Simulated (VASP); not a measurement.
# Zr in VASP: a series of runs, part 2 of 2

VASP 6.6.1. Earlier steps stand in the parts before.

## 4. Electric field gradients, PBEsol (volume scaled by 0.94)

File INCAR:

```
  ALGO = Normal
  EDIFF = 1E-8
  ENCUT = 520
  GGA = PS
  ISIF = 2
  ISMEAR = -1
  LASPH = T
  LCHARG = F
  LEFG = T
  LREAL = F
  LWAVE = F
  NBANDS = 12
  NELM = 80
  PREC = Accurate
  SIGMA = 0.08
```

File KPOINTS:

```
k-points
0
Gamma
  14 14 14
```

File POSCAR:

```
Zr
1.0
   -1.7730508568      1.7730508568      1.7730508568
    1.7730508568     -1.7730508568      1.7730508568
    1.7730508568      1.7730508568     -1.7730508568
Zr
1
Direct
    0.0000000000      0.0000000000      0.0000000000
```

Potentials or basis: VASP PAW PBE potentials, release 64 (Zr_sv).

Started as:

```bash
cat potpaw_PBE.64/Zr_sv/POTCAR > POTCAR
mpirun -np 1 vasp_std > vasp.out
```

OUTCAR:

```text
EDIFF = 1E-8
   ENCUT = 520
   GGA = PS
   ISIF = 2
   ISMEAR = -1
   LASPH = T
   LREAL = F
   NELM = 80
   PREC = Accurate

 ion  position               nearest neighbor table
   1  0.000  0.000  0.000-

  LATTYP: Found a body centered cubic cell.
 ALAT       =     3.5461017136

  Lattice vectors:

 A1 = (  -1.7730508568,   1.7730508568,   1.7730508568)
 A2 = (   1.7730508568,  -1.7730508568,   1.7730508568)
 A3 = (   1.7730508568,   1.7730508568,  -1.7730508568)

Analysis of symmetry for initial positions (statically):
=====================================================================
 Subroutine PRICEL returns:
 Original cell was already a primitive cell.

 Routine SETGRP: Setting up the symmetry group for a
 body centered cubic supercell.

 Subroutine GETGRP returns: Found 48 space group operations
 (whereof 48 operations were pure point group operations)
 out of a pool of 48 trial point group operations.

The static configuration has the point symmetry O_h .

Analysis of symmetry for dynamics (positions and initial velocities):
=====================================================================
 Subroutine PRICEL returns:
 Original cell was already a primitive cell.

 Routine SETGRP: Setting up the symmetry group for a
 body centered cubic supercell.

 Subroutine GETGRP returns: Found 48 space group operations
 (whereof 48 operations were pure point group operations)
 out of a pool of 48 trial point group operations.

The dynamic configuration has the point symmetry O_h .

 Subroutine INISYM returns: Found 48 space group operations
 (whereof 48 operations are pure point group operations),
 and found     1 'primitive' translations

----------------------------------------------------------------------------------------

                                     Primitive cell

  volume of cell :      22.2958

  direct lattice vectors                    reciprocal lattice vectors
    -1.773050857  1.773050857  1.773050857     0.000000000  0.281999807  0.281999807
     1.773050857 -1.773050857  1.773050857     0.281999807  0.000000000  0.281999807
     1.773050857  1.773050857 -1.773050857     0.281999807  0.281999807  0.000000000

  length of vectors
     3.071014168  3.071014168  3.071014168     0.398807952  0.398807952  0.398807952

  position of ions in fractional coordinates (direct lattice)
     0.000000000  0.000000000  0.000000000

  ion indices of the primitive-cell ions
   primitive index   ion index
                 1           1

----------------------------------------------------------------------------------------

 KPOINTS: k-points

Automatic generation of k-mesh.
 Grid dimensions read from file:
 generate k-points for:   14   14   14

 Generating k-lattice:

  Cartesian coordinates                     Fractional coordinates (reciprocal lattice)
     0.000000000  0.020142843  0.020142843     0.071428571  0.000000000  0.000000000
[... 71 lines left out ...]
   NUPDOWN=      -1.0000    fix difference up-down
   EMIN   =  10.00;   EMAX   =-10.00  energy-range for DOS
   EFERMI =   0.00;   METHOD = LEGACY
   ISMEAR =    -1;   SIGMA  =   0.08  broadening in eV -4-tet -1-fermi 0-gaus
   EFERMI_NEDOS =   21; number of points for ismear=-14 and -15
   IALGO  =     38    algorithm
   IMIX   =      4    mixing-type and parameters
     AMIX     =   0.40;   BMIX     =  1.00
     AMIX_MAG =   1.60;   BMIX_MAG =  1.00
  volume/ion in A,a.u.               =      22.30       150.46
  Fermi-wavevector in a.u.,A,eV,Ry     =   1.331662  2.516477 24.127539  1.773324
  Thomas-Fermi vector in A             =   2.460656
   LORBIT       =      0    0 simple, 1 ext, 2 COOP (PROOUT), +10 PAW based schemes
   GGA     = PS    functional components
   LHFCALC =     F    Hartree Fock is set to
   AEXX    =    0.0000 exact exchange contribution
   IVDW    =     0    specifies the selected vdW correction
   LEPSILON=     F    determine dielectric tensor
   LRPA    =     F    only Hartree local field effects (RPA)
 non-spin polarized calculation
  energy-cutoff  :      520.00
  volume of cell :       22.30
 maximum number of plane-waves:       616
   NGX = 11   NGY = 11   NGZ = 11

 number of electron      12.0000000 magnetization

 Free energy of the ion-electron system (eV)
  ---------------------------------------------------
  ext. energy  EPLUGINS =         0.00000000
  ---------------------------------------------------
  free energy    TOTEN  =        -9.03109403 eV

  energy without entropy =       -8.99452243  energy(sigma->0) =       -9.01280823

 E-fermi :   9.0618     XC(G=0): -11.3963

 val. band max:        9.0546125701   @ k =   0.2143   0.2143   0.0000
 cond. band min:       9.0775007168   @ k =   0.2857   0.2857   0.0000
 fundamental gap:      0.0228881467
 Fermi energy:         9.0617816292

 k-point     1 :       0.0000    0.0000    0.0000
  band No.  band energies     occupation
      1     -39.2420      2.00000
      2     -16.7087      2.00000
      3     -16.7087      2.00000
      4     -16.7087      2.00000
      5       3.6118      2.00000
      6      10.2010      0.00000
      7      10.2010      0.00000
      8      10.2010      0.00000
      9      12.8067      0.00000
     10      12.8067      0.00000
     11      21.5968      0.00000
     12      21.5968      0.00000
[... 331 lines left out ...]
 k-point    24 :       0.3571    0.2857    0.0000
  band No.  band energies     occupation
      1     -39.0376      2.00000
      2     -17.5655      2.00000
      3     -17.3936      2.00000
      4     -16.8475      2.00000
      5       7.5952      2.00000
      6       8.4986      1.99825
      7       8.9448      1.62373
      8      12.9935      0.00000
      9      13.4370      0.00000
     10      17.9317      0.00000
     11      18.4763      0.00000
     12      19.9465      0.00000

 [... further k-points ...]

------------------------ aborting loop because EDIFF is reached ----------------------------------------

  FORCE on cell =-STRESS in cart. coord.  units (eV):
  Direction    XX          YY          ZZ          XY          YZ          ZX
  --------------------------------------------------------------------------------------
  -------------------------------------------------------------------------------------
  Total       -0.2479211     -0.2479211     -0.2479211      0.0000000     -0.0000000      0.0000000
  in kB      -17.8156039    -17.8156039    -17.8156039      0.0000000     -0.0000000      0.0000000
  external PRESSURE =     -17.8156039 kB  Pullay stress =       0.0000000 kB

 VOLUME and BASIS-vectors are now :
 -----------------------------------------------------------------------------
  energy-cutoff  :      520.00
  volume of cell :       22.30
      direct lattice vectors                 reciprocal lattice vectors
    -1.773050857  1.773050857  1.773050857     0.000000000  0.281999807  0.281999807
     1.773050857 -1.773050857  1.773050857     0.281999807  0.000000000  0.281999807
     1.773050857  1.773050857 -1.773050857     0.281999807  0.281999807  0.000000000

 POSITION                                       TOTAL-FORCE (eV/Angst)
 -----------------------------------------------------------------------------------
      0.00000      0.00000      0.00000         0.000000     -0.000000      0.000000
 -----------------------------------------------------------------------------------
    total drift:                                0.000000      0.000000     -0.000000

  FREE ENERGIE OF THE ION-ELECTRON SYSTEM (eV)
  ---------------------------------------------------
  free  energy   TOTEN  =        -9.0310940281 eV

  energy  without entropy=       -8.9945224303  energy(sigma->0) =       -9.01280823

 Electric field gradients (V/A^2)
---------------------------------------------------------------------
 ion       V_xx      V_yy      V_zz      V_xy      V_xz      V_yz
---------------------------------------------------------------------
   1      -0.000    -0.000    -0.000    -0.000    -0.000    -0.000
---------------------------------------------------------------------

 Electric field gradients after diagonalization (V/A^2)
 (convention: |V_zz| > |V_xx| > |V_yy|)
----------------------------------------------------------------------
 ion       V_xx      V_yy      V_zz     asymmetry (V_yy - V_xx)/ V_zz
----------------------------------------------------------------------
   1       0.000     0.000    -0.000       0.000
----------------------------------------------------------------------

           NMR quadrupolar parameters

 Cq : quadrupolar parameter    Cq=e*Q*V_zz/h
 eta: asymmetry parameters     (V_yy - V_xx)/ V_zz
 Q  : nuclear electric quadrupole moment in mb (millibarn)
----------------------------------------------------------------------
 ion       Cq(MHz)       eta       Q (mb)
----------------------------------------------------------------------
   1      -0.000       0.000       1.000
----------------------------------------------------------------------
```

stdout:

```text
POSCAR found type information on POSCAR Zr
 POSCAR found :  1 types and       1 ions
 scaLAPACK will be used
 -----------------------------------------------------------------------------
|                                                                             |
|                                                                             |
|     You enforced a specific xc type in the INCAR file but a different       |
|     I HOPE YOU KNOW WHAT YOU ARE DOING!                                     |
|                                                                             |
 -----------------------------------------------------------------------------

 LDA part: xc-table for (Slater+PW92), standard interpolation
 POSCAR, INCAR and KPOINTS ok, starting setup
 FFT: planning ... GRIDC
 FFT: planning ... GRID_SOFT
 FFT: planning ... GRID
 WAVECAR not read
 entering main loop
ion   1
```

Run time: 10 s. Hardware: 1 thread of Intel Xeon Platinum 8559C (Emerald Rapids), shared host; peak memory 0.14 GiB.

What came out:

```yaml
Free_energy: -9.0311 eV
Pressure: -1.8 GPa
Band_gap_on_the_k_mesh: zero (band 6 reaches 10.20 eV, above the bottom of band 7 at 8.41 eV)
```

Caveat: without QUAD_EFG the Cq values of the log hold for a quadrupole moment of 1 mb, not for the nuclei; the PAW data sets were made with another functional, which shifts forces and pressure a little.

## 5. Electric field gradients, PBEsol (volume scaled by 0.975)

File INCAR:

```
SYSTEM = Zr
  ALGO = Normal
  EDIFF = 1E-8
  ENCUT = 520
  GGA = PS
  ISIF = 2
  ISMEAR = -1
  LASPH = .TRUE.
  LCHARG = .FALSE.
  LEFG = .TRUE.
  LREAL = .FALSE.
  LWAVE = .FALSE.
  NBANDS = 12
  NELM = 60
  PREC = Accurate
  SIGMA = 0.08
```

File KPOINTS:

```
k-points
0
G
  14 14 14
  0 0 0
```

File POSCAR:

```
Zr
1.0
   -1.7947891968      1.7947891968      1.7947891968
    1.7947891968     -1.7947891968      1.7947891968
    1.7947891968      1.7947891968     -1.7947891968
Zr
1
Direct
    0.0000000000      0.0000000000      0.0000000000
```

Potentials or basis: VASP PAW PBE potentials, release 64 (Zr_sv).

Started as:

```bash
cat potpaw_PBE.64/Zr_sv/POTCAR > POTCAR
mpirun -np 1 vasp_std > vasp.out
```

OUTCAR:

```text
SYSTEM = Zr
   EDIFF = 1E-8
   ENCUT = 520
   GGA = PS
   ISIF = 2
   ISMEAR = -1
   LASPH = .TRUE.
   LREAL = .FALSE.
   NELM = 60
   PREC = Accurate

 ion  position               nearest neighbor table
   1  0.000  0.000  0.000-

  LATTYP: Found a body centered cubic cell.
 ALAT       =     3.5895783936

  Lattice vectors:

 A1 = (  -1.7947891968,   1.7947891968,   1.7947891968)
 A2 = (   1.7947891968,  -1.7947891968,   1.7947891968)
 A3 = (   1.7947891968,   1.7947891968,  -1.7947891968)

Analysis of symmetry for initial positions (statically):
=====================================================================
 Subroutine PRICEL returns:
 Original cell was already a primitive cell.

 Routine SETGRP: Setting up the symmetry group for a
 body centered cubic supercell.

 Subroutine GETGRP returns: Found 48 space group operations
 (whereof 48 operations were pure point group operations)
 out of a pool of 48 trial point group operations.

The static configuration has the point symmetry O_h .

Analysis of symmetry for dynamics (positions and initial velocities):
=====================================================================
 Subroutine PRICEL returns:
 Original cell was already a primitive cell.

 Routine SETGRP: Setting up the symmetry group for a
 body centered cubic supercell.

 Subroutine GETGRP returns: Found 48 space group operations
 (whereof 48 operations were pure point group operations)
 out of a pool of 48 trial point group operations.

The dynamic configuration has the point symmetry O_h .

 Subroutine INISYM returns: Found 48 space group operations
[... 161 lines left out ...]
     11      21.0684      0.00000
     12      21.0684      0.00000
[... 331 lines left out ...]
 k-point    24 :       0.3571    0.2857   -0.0000
  band No.  band energies     occupation
      1     -39.5475      2.00000
      2     -18.0092      2.00000
      3     -17.8561      2.00000
      4     -17.3700      2.00000
      5       7.2517      2.00000
      6       8.1060      1.99786
      7       8.5104      1.71225
      8      12.4445      0.00000
      9      12.8616      0.00000
     10      17.1495      0.00000
     11      17.6863      0.00000
     12      19.1280      0.00000

 [... further k-points ...]

------------------------ aborting loop because EDIFF is reached ----------------------------------------

  FORCE on cell =-STRESS in cart. coord.  units (eV):
  Direction    XX          YY          ZZ          XY          YZ          ZX
  --------------------------------------------------------------------------------------
  -------------------------------------------------------------------------------------
  Total       -0.6879340     -0.6879340     -0.6879340      0.0000000      0.0000000      0.0000000
  in kB      -47.6603272    -47.6603272    -47.6603272      0.0000000      0.0000000      0.0000000
  external PRESSURE =     -47.6603272 kB  Pullay stress =       0.0000000 kB

 VOLUME and BASIS-vectors are now :
 -----------------------------------------------------------------------------
  energy-cutoff  :      520.00
  volume of cell :       23.13
      direct lattice vectors                 reciprocal lattice vectors
    -1.794789197  1.794789197  1.794789197     0.000000000  0.278584249  0.278584249
     1.794789197 -1.794789197  1.794789197     0.278584249  0.000000000  0.278584249
     1.794789197  1.794789197 -1.794789197     0.278584249  0.278584249  0.000000000

 POSITION                                       TOTAL-FORCE (eV/Angst)
 -----------------------------------------------------------------------------------
      0.00000      0.00000      0.00000         0.000000      0.000000      0.000000
 -----------------------------------------------------------------------------------
    total drift:                                0.000000      0.000000      0.000000

  FREE ENERGIE OF THE ION-ELECTRON SYSTEM (eV)
  ---------------------------------------------------
  free  energy   TOTEN  =        -9.0143143570 eV

  energy  without entropy=       -8.9752251124  energy(sigma->0) =       -8.99476973

 Electric field gradients (V/A^2)
---------------------------------------------------------------------
 ion       V_xx      V_yy      V_zz      V_xy      V_xz      V_yz
---------------------------------------------------------------------
   1       0.000    -0.000    -0.000    -0.000    -0.000    -0.000
---------------------------------------------------------------------

 Electric field gradients after diagonalization (V/A^2)
 (convention: |V_zz| > |V_xx| > |V_yy|)
----------------------------------------------------------------------
 ion       V_xx      V_yy      V_zz     asymmetry (V_yy - V_xx)/ V_zz
----------------------------------------------------------------------
   1       0.000     0.000    -0.000       0.000
----------------------------------------------------------------------

           NMR quadrupolar parameters

 Cq : quadrupolar parameter    Cq=e*Q*V_zz/h
 eta: asymmetry parameters     (V_yy - V_xx)/ V_zz
 Q  : nuclear electric quadrupole moment in mb (millibarn)
----------------------------------------------------------------------
 ion       Cq(MHz)       eta       Q (mb)
----------------------------------------------------------------------
   1      -0.000       0.000       1.000
----------------------------------------------------------------------
```

Wall time 12 s (1 thread of Intel Xeon Platinum 8559C (Emerald Rapids), shared host); peak memory 0.15 GiB.

What came out:

```
Free energy            : -9.0143 eV
Pressure               : -4.8 GPa
Band gap on the k mesh : zero (band 6 reaches 9.77 eV, above the bottom of band 7 at 8.02 eV)
```

Levels at points of the mesh, in eV from the Fermi level:
| k point | band 2 | band 3 | band 4 | band 5 | band 6 | band 7 | band 8 | band 9 | band 10 | band 11 |
| --- | --- | --- | --- | --- | --- | --- | --- | --- | --- | --- |
| (0.00, 0.00, 0.00) | -25.90 | -25.90 | -25.90 | -5.39 | 1.12 | 1.12 | 1.12 | 3.63 | 3.63 | 12.42 |
| (0.50, 0.00, 0.00) | -26.90 | -26.22 | -25.91 | -2.81 | -0.68 | 1.63 | 3.61 | 4.29 | 6.39 | 10.04 |
| (0.50, 0.50, 0.50) | -26.58 | -26.58 | -26.58 | -2.56 | -2.56 | 5.71 | 5.71 | 5.71 | 7.43 | 7.43 |

Caveat: without QUAD_EFG the Cq values of the log hold for a quadrupole moment of 1 mb, not for the nuclei; the PAW data sets were made with another functional, which shifts forces and pressure a little.

## 6. Summary

| cell | gap on the mesh (eV) | pressure (GPa) |
| --- | --- | --- |
| a = 3.104 Å, angles 108.6°, 1 atom | none | -6.6 |
| a = 3.082 Å, angles 109.5°, 1 atom | none | -2.7 |
| a = 3.071 Å, angles 109.5°, 1 atom | none | -1.8 |
| a = 3.109 Å, angles 109.5°, 1 atom | none | -4.8 |

Alike in all rows: task electric field gradients; level PBEsol; potentials or basis VASP PAW PBE potentials, release 64 (Zr_sv); no spin polarisation; k mesh 14 × 14 × 14; cutoff (eV) 520; smearing fermi-dirac 0.08 eV.

Caveats: the PAW data sets were made with another functional, which shifts forces and pressure a little.

Absolute energies hang on the potentials; compare differences alone.
